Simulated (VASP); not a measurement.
Write the native input for VASP 6.6.1 that does the following.

```
Task                   : single point
Functional             : PBE
Potentials or basis    : VASP PAW PBE potentials, release 64 (Ta_pv, N)
Cutoff                 : 600 eV
k mesh                 : 16 × 16 × 16
Occupations            : gaussian, width 0.1 eV
Spin                   : no spin polarisation
Dipole correction      : no
Further INCAR settings : ALGO = Normal; EDIFF = 1e-06; NBANDS = 15
```

The structure of TaN lies in POSCAR:

```
TaN
1.0
    0.0000000000      2.2080977235      2.2080977235
    2.2080977235      0.0000000000      2.2080977235
    2.2080977235      2.2080977235      0.0000000000
Ta N
1 1
Direct
    0.0000000000      0.0000000000      0.0000000000
    0.5000000000      0.5000000000      0.5000000000
```

These files were run (other wordings do the same):

INCAR

```
SYSTEM = TaN
PREC     = Accurate       ! precision mode
ENCUT    = 600            ! plane-wave cutoff, eV
EDIFF    = 1E-6           ! SCF threshold, eV
ISMEAR   = 0              ! smearing method
SIGMA    = 0.1            ! smearing width, eV
LREAL    = .False.        ! projectors in reciprocal space
LASPH    = .True.         ! aspherical terms in the spheres
NELM     = 120            ! most SCF steps
ALGO     = Normal         ! electronic algorithm
ISIF     = 2              ! what is computed and relaxed
LWAVE    = .False.        ! write WAVECAR
LCHARG   = .True.         ! write CHGCAR
GGA      = PE             ! functional
LELF     = .True.         ! ELF
LVHAR    = .True.       
NBANDS   = 15             ! bands
GGA_COMPAT= .False.
```

KPOINTS

```
Automatic mesh
0
Gamma
  16 16 16
  0 0 0
```

Potentials or basis: VASP PAW PBE potentials, release 64 (Ta_pv, N).

Command:

```bash
$ cat potpaw_PBE.64/Ta_pv/POTCAR potpaw_PBE.64/N/POTCAR > POTCAR
$ mpirun -np 1 vasp_std > vasp.out
```

Results of the run:

```json
{
 "Pressure": "0.9 GPa",
 "Band gap on the k mesh": "zero (bands 8 and 9 overlap by 3.93 eV)"
}
```

Caveat: spin-orbit coupling is left out, which moves the levels of the heavy elements.

It took 48 s on 1 thread of Intel(R) Xeon(R) Platinum 8488C (Sapphire Rapids) (shared host), peak memory 0.2 GiB.
